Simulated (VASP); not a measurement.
# V (I4/mmm) in VASP: single point with PBE

Aim: the single point of V with PBE.

Program: VASP 6.6.1. These are calculated values, not measurements. Logs are shortened: lines on timing, memory, paths and dates and some standing lists are left out, and cuts for length are marked.

## Step 1: The cell of the first run

It takes space group I4/mmm (No. 139, tetragonal). Conventional cell: a = 2.784 Å, b = 2.784 Å, c = 3.026 Å, α = 90.00°, β = 90.00°, γ = 90.00°. V (site symmetry 4/mmm) has 14 V at 2.48 to 3.03 Å within 3.3 Å.

## Step 2: Single point, PBE (strain -0.080 along x and y, +0.000 along z)

Input file INCAR:

```
SYSTEM = V
PREC = Accurate
ENCUT = 520
EDIFF = 1E-6
ISMEAR = 0
SIGMA = 0.15
LREAL = .FALSE.
LASPH = .TRUE.
NELM = 60
ALGO = Normal
ISIF = 2
LWAVE = .FALSE.
LCHARG = .FALSE.
GGA = PE
NBANDS = 12
```

Input file KPOINTS:

```
regular mesh
0
G
  22 22 22
  0 0 0
```

Input file POSCAR:

```
V
1.0
   -1.3919600000      1.3919600000      1.5130000000
    1.3919600000     -1.3919600000      1.5130000000
    1.3919600000      1.3919600000     -1.5130000000
V
1
Direct
    0.0000000000      0.0000000000      0.0000000000
```

Potentials or basis: VASP PAW PBE potentials, release 64 (V_sv).

Launch:

```console
$ cat potpaw_PBE.64/V_sv/POTCAR > POTCAR
$ mpirun -np 1 vasp_std > vasp.out
```

OUTCAR:

```text
SYSTEM = V
   PREC = Accurate
   ENCUT = 520
   EDIFF = 1E-6
   ISMEAR = 0
   LREAL = .FALSE.
   LASPH = .TRUE.
   NELM = 60
   ISIF = 2
   GGA = PE

 ion  position               nearest neighbor table
   1  0.000  0.000  0.000-

  LATTYP: Found a body centered tetragonal cell.
 ALAT       =     2.7839200000
 C/A-ratio  =     1.0869565217

  Lattice vectors:

 A1 = (  -1.3919600000,   1.3919600000,   1.5130000000)
 A2 = (   1.3919600000,  -1.3919600000,   1.5130000000)
 A3 = (   1.3919600000,   1.3919600000,  -1.5130000000)

Analysis of symmetry for initial positions (statically):
=====================================================================
 Subroutine PRICEL returns:
 Original cell was already a primitive cell.

 Routine SETGRP: Setting up the symmetry group for a
 body centered tetragonal supercell.

 Subroutine GETGRP returns: Found 16 space group operations
 (whereof 16 operations were pure point group operations)
 out of a pool of 16 trial point group operations.

The static configuration has the point symmetry D_4h.

Analysis of symmetry for dynamics (positions and initial velocities):
=====================================================================
 Subroutine PRICEL returns:
 Original cell was already a primitive cell.

 Routine SETGRP: Setting up the symmetry group for a
 body centered tetragonal supercell.

 Subroutine GETGRP returns: Found 16 space group operations
 (whereof 16 operations were pure point group operations)
 out of a pool of 16 trial point group operations.

The dynamic configuration has the point symmetry D_4h.

 Subroutine INISYM returns: Found 16 space group operations
 (whereof 16 operations are pure point group operations),
 and found     1 'primitive' translations

----------------------------------------------------------------------------------------

                                     Primitive cell

  volume of cell :      11.7261

  direct lattice vectors                    reciprocal lattice vectors
    -1.391960000  1.391960000  1.513000000     0.000000000  0.359205724  0.330469266
     1.391960000 -1.391960000  1.513000000     0.359205724  0.000000000  0.330469266
     1.391960000  1.391960000 -1.513000000     0.359205724  0.359205724  0.000000000

  length of vectors
     2.482795659  2.482795659  2.482795659     0.488097007  0.488097007  0.507993607

  position of ions in fractional coordinates (direct lattice)
     0.000000000  0.000000000  0.000000000

  ion indices of the primitive-cell ions
   primitive index   ion index
                 1           1

----------------------------------------------------------------------------------------

 KPOINTS: regular mesh

Automatic generation of k-mesh.
 Grid dimensions read from file:
 generate k-points for:   22   22   22

 Generating k-lattice:

  Cartesian coordinates                     Fractional coordinates (reciprocal lattice)
     0.000000000  0.016327533  0.015021330     0.045454545 -0.000000000  0.000000000
     0.016327533  0.000000000  0.015021330    -0.000000000  0.045454545  0.000000000
     0.016327533  0.016327533  0.000000000     0.000000000  0.000000000  0.045454545

  Length of vectors
     0.022186228  0.022186228  0.023090618

  Shift w.r.t. Gamma in fractional coordinates (k-lattice)
     0.000000000  0.000000000  0.000000000

 Subroutine IBZKPT returns following result:
 ===========================================

 Found    834 irreducible k-points:

 Following reciprocal coordinates:
            Coordinates               Weight
  0.000000  0.000000  0.000000      1.000000
  0.045455  0.000000  0.000000      8.000000
  0.090909  0.000000  0.000000      8.000000
  0.136364  0.000000 -0.000000      8.000000
  0.181818  0.000000 -0.000000      8.000000
  0.227273  0.000000 -0.000000      8.000000
[... 16 lines left out ...]
  0.500000  0.045455 -0.000000     16.000000
 -0.454545  0.045455  0.000000     16.000000
 [... further k-points ...]
   k-points           NKPTS =    834   k-points in BZ     NKDIM =    834   number of bands    NBANDS=     12
   number of dos      NEDOS =    301   number of ions     NIONS =      1
   total plane-waves  NPLWV =   5832
   dimension x,y,z NGX =    18 NGY =   18 NGZ =   18
   dimension x,y,z NGXF=    36 NGYF=   36 NGZF=   36
   ions per type =               1
   NGX,Y,Z   is equivalent  to a cutoff of  12.05, 12.05, 12.05 a.u.
   NGXF,Y,Z  is equivalent  to a cutoff of  24.11, 24.11, 24.11 a.u.
 SYSTEM =  V
   PREC   = accura    normal or accurate (medium, high low for compatibility)
   ISTART =      0    job   : 0-new  1-cont  2-samecut
   ICHARG =      2    charge: 1-file 2-atom 10-const
   ISPIN  =      1    spin polarized calculation?
   LNONCOLLINEAR =      F non collinear calculations
   LSORBIT =      F    spin-orbit coupling
   LASPH  =      T    aspherical Exc in radial PAW
   ENCUT  =  520.0 eV  38.22 Ry    6.18 a.u.   4.62  4.62  4.62*2*pi/ulx,y,z
   NELM   =     60;   NELMIN=  2; NELMDL= -5     # of ELM steps
   EDIFF  = 0.1E-05   stopping-criterion for ELM
   LREAL  =      F    real-space projection
   EDIFFG = 0.1E-04   stopping-criterion for IOM
   NSW    =      0    number of steps for IOM
   IBRION =     -1    ionic relax: 0-MD 1-quasi-New 2-CG
   NFREE  =      0    steps in history (QN), initial steepest desc. (CG)
   ISIF   =      2    stress and relaxation
   ISYM   =      2    0-nonsym 1-usesym 2-fastsym
   POTIM  = 0.5000    time-step for ionic-motion
   TEBEG  =    0.0;   TEEND  =   0.0 temperature during run
   PSTRESS=    0.0 pullay stress
   NELECT =      13.0000    total number of electrons
   NUPDOWN=      -1.0000    fix difference up-down
   EMIN   =  10.00;   EMAX   =-10.00  energy-range for DOS
   EFERMI =   0.00;   METHOD = LEGACY
   ISMEAR =     0;   SIGMA  =   0.15  broadening in eV -4-tet -1-fermi 0-gaus
   EFERMI_NEDOS =   21; number of points for ismear=-14 and -15
   IALGO  =     38    algorithm
   IMIX   =      4    mixing-type and parameters
     AMIX     =   0.40;   BMIX     =  1.00
     AMIX_MAG =   1.60;   BMIX_MAG =  1.00
  volume/ion in A,a.u.               =      11.73        79.13
  Fermi-wavevector in a.u.,A,eV,Ry     =   1.694358  3.201872 39.060265  2.870849
  Thomas-Fermi vector in A             =   2.775597
   LORBIT       =      0    0 simple, 1 ext, 2 COOP (PROOUT), +10 PAW based schemes
   GGA     = PE    functional components
   LHFCALC =     F    Hartree Fock is set to
   AEXX    =    0.0000 exact exchange contribution
   IVDW    =     0    specifies the selected vdW correction
   LEPSILON=     F    determine dielectric tensor
   LRPA    =     F    only Hartree local field effects (RPA)
 non-spin polarized calculation
 Gauss-broadening in eV      SIGMA  =   0.15
  energy-cutoff  :      520.00
  volume of cell :       11.73
 maximum number of plane-waves:       337
   NGX =  9   NGY =  9   NGZ =  9

 number of electron      13.0000003 magnetization

 Free energy of the ion-electron system (eV)
  ---------------------------------------------------
  ext. energy  EPLUGINS =         0.00000000
  ---------------------------------------------------
  free energy    TOTEN  =        -8.80748504 eV

  energy without entropy =       -8.79011553  energy(sigma->0) =       -8.79880028

 E-fermi :  11.5869     XC(G=0): -13.6732

 val. band max:       11.5839482449   @ k =  -0.2727   0.1818   0.0455
 cond. band min:      11.5871059943   @ k =  -0.4545   0.1364   0.0000
 fundamental gap:      0.0031577494
 Fermi energy:        11.5869182443

 k-point     1 :       0.0000    0.0000    0.0000
  band No.  band energies     occupation
      1     -52.0339      2.00000
      2     -25.0540      2.00000
      3     -25.0540      2.00000
      4     -25.0515      2.00000
      5       4.7112      2.00000
      6      11.7762      0.07435
      7      11.7762      0.07434
      8      12.5215      0.00000
      9      13.8610      0.00000
     10      14.7249      0.00000
     11      32.0103      0.00000
     12      33.8148      0.00000

 k-point     2 :       0.0455    0.0000    0.0000
  band No.  band energies     occupation
      1     -52.0273      2.00000
      2     -25.0827      2.00000
      3     -25.0619      2.00000
      4     -25.0527      2.00000
      5       4.8047      2.00000
      6      11.7706      0.08332
      7      11.7958      0.04886
      8      12.5304      0.00000
      9      13.8291      0.00000
     10      14.7024      0.00000
     11      32.0367      0.00000
     12      33.7016      0.00000

 k-point     3 :       0.0909    0.0000    0.0000
  band No.  band energies     occupation
      1     -52.0082      2.00000
      2     -25.1691      2.00000
      3     -25.0849      2.00000
      4     -25.0530      2.00000
      5       5.0787      2.00000
      6      11.7442      0.13804
      7      11.8095      0.03585
      8      12.6045      0.00000
      9      13.7468      0.00000
     10      14.6483      0.00000
     11      32.0538      0.00000
     12      33.3550      0.00000

 k-point     4 :       0.1364    0.0000   -0.0000
  band No.  band energies     occupation
      1     -51.9779      2.00000
      2     -25.3041      2.00000
      3     -25.1209      2.00000
      4     -25.0535      2.00000
      5       5.5133      2.00000
      6      11.6747      0.40769
      7      11.7342      0.16498
      8      12.8317      0.00000
      9      13.6567      0.00000
     10      14.5895      0.00000
     11      31.8329      0.00000
     12      32.8468      0.00000

 k-point     5 :       0.1818    0.0000   -0.0000
  band No.  band energies     occupation
      1     -51.9387      2.00000
      2     -25.4754      2.00000
      3     -25.1669      2.00000
      4     -25.0541      2.00000
      5       6.0710      2.00000
      6      11.5537      1.24600
      7      11.5664      1.15313
      8      13.2196      0.00000
      9      13.6126      0.00000
     10      14.5484      0.00000
     11      31.0635      0.00000
     12      32.3647      0.00000
[... 228 lines left out ...]
      1     -51.7162      2.00000
      2     -26.3723      2.00000
      3     -25.4260      2.00000
      4     -25.0669      2.00000
      5       8.0001      2.00000
      6      10.5357      2.00000
      7      12.8425      0.00000
      8      13.8664      0.00000
      9      14.9376      0.00000
     10      16.2848      0.00000
     11      24.0630      0.00000
     12      29.0407      0.00000

 k-point    22 :       0.4545    0.0455   -0.0000
  band No.  band energies     occupation
      1     -51.7022      2.00000
      2     -26.4260      2.00000
      3     -25.4409      2.00000
      4     -25.0686      2.00000
      5       7.9836      2.00000
      6      10.4736      2.00000
      7      13.2231      0.00000
      8      13.8644      0.00000
      9      15.0403      0.00000
     10      16.5155      0.00000
     11      23.4396      0.00000
     12      28.8256      0.00000

 k-point    23 :       0.5000    0.0455   -0.0000
  band No.  band energies     occupation
      1     -51.7017      2.00000
      2     -26.4281      2.00000
      3     -25.4404      2.00000
      4     -25.0700      2.00000
      5       7.9841      2.00000
      6      10.4696      2.00000
      7      13.1905      0.00000
      8      13.9200      0.00000
      9      15.0547      0.00000
     10      16.5074      0.00000
     11      23.4111      0.00000
     12      28.8218      0.00000

 k-point    24 :      -0.4545    0.0455    0.0000
  band No.  band energies     occupation
      1     -51.7147      2.00000
      2     -26.3782      2.00000
      3     -25.4246      2.00000
      4     -25.0711      2.00000
      5       8.0023      2.00000
      6      10.5245      2.00000
      7      12.8267      0.00000
      8      13.9171      0.00000
      9      15.0030      0.00000
     10      16.2610      0.00000
     11      23.9874      0.00000
     12      29.0310      0.00000

 [... further k-points ...]

------------------------ aborting loop because EDIFF is reached ----------------------------------------

  FORCE on cell =-STRESS in cart. coord.  units (eV):
  Direction    XX          YY          ZZ          XY          YZ          ZX
  --------------------------------------------------------------------------------------
  -------------------------------------------------------------------------------------
  Total        2.8433041      2.8433041      1.7219780      0.0000000     -0.0000000      0.0000000
  in kB      388.4914535    388.4914535    235.2804019      0.0000000     -0.0000000      0.0000000
  external PRESSURE =     337.4211030 kB  Pullay stress =       0.0000000 kB

 VOLUME and BASIS-vectors are now :
 -----------------------------------------------------------------------------
  energy-cutoff  :      520.00
  volume of cell :       11.73
      direct lattice vectors                 reciprocal lattice vectors
    -1.391960000  1.391960000  1.513000000     0.000000000  0.359205724  0.330469266
     1.391960000 -1.391960000  1.513000000     0.359205724  0.000000000  0.330469266
     1.391960000  1.391960000 -1.513000000     0.359205724  0.359205724  0.000000000

 POSITION                                       TOTAL-FORCE (eV/Angst)
 -----------------------------------------------------------------------------------
      0.00000      0.00000      0.00000         0.000000      0.000000     -0.000000
 -----------------------------------------------------------------------------------
    total drift:                                0.000000     -0.000000      0.000000

  FREE ENERGIE OF THE ION-ELECTRON SYSTEM (eV)
  ---------------------------------------------------
  free  energy   TOTEN  =        -8.8074850377 eV

  energy  without entropy=       -8.7901155284  energy(sigma->0) =       -8.79880028
```

Run time: 2.7 min. Hardware: 1 thread of AMD EPYC 7R13, shared host; peak memory 0.19 GiB.

Results:

```yaml
Free_energy: -8.8075 eV
Pressure: 33.7 GPa
Band_gap_on_the_k_mesh: zero (an odd number of electrons rules out a gap without spin polarisation)
```

Levels at points of the mesh, in eV from the Fermi level:
| k point | band 2 | band 3 | band 4 | band 5 | band 6 | band 7 | band 8 | band 9 | band 10 | band 11 |
| --- | --- | --- | --- | --- | --- | --- | --- | --- | --- | --- |
| (0.00, 0.00, 0.00) | -36.64 | -36.64 | -36.64 | -6.88 | 0.19 | 0.19 | 0.93 | 2.27 | 3.14 | 20.42 |
| (0.50, 0.00, 0.00) | -38.03 | -37.02 | -36.64 | -3.67 | -1.13 | 1.96 | 2.25 | 3.37 | 4.79 | 11.77 |
| (0.50, 0.50, 0.00) | -38.00 | -37.11 | -36.73 | -3.81 | -2.05 | 2.74 | 3.37 | 3.53 | 4.94 | 12.52 |
| (0.50, 0.50, 0.50) | -37.70 | -37.48 | -37.48 | -3.88 | -3.57 | 4.27 | 4.47 | 4.47 | 9.71 | 12.57 |

Caveat: the cell differs from its parent crystal (strain -0.080 along x and y, +0.000 along z); the stress differs along the axes, from 24 to 39 GPa.
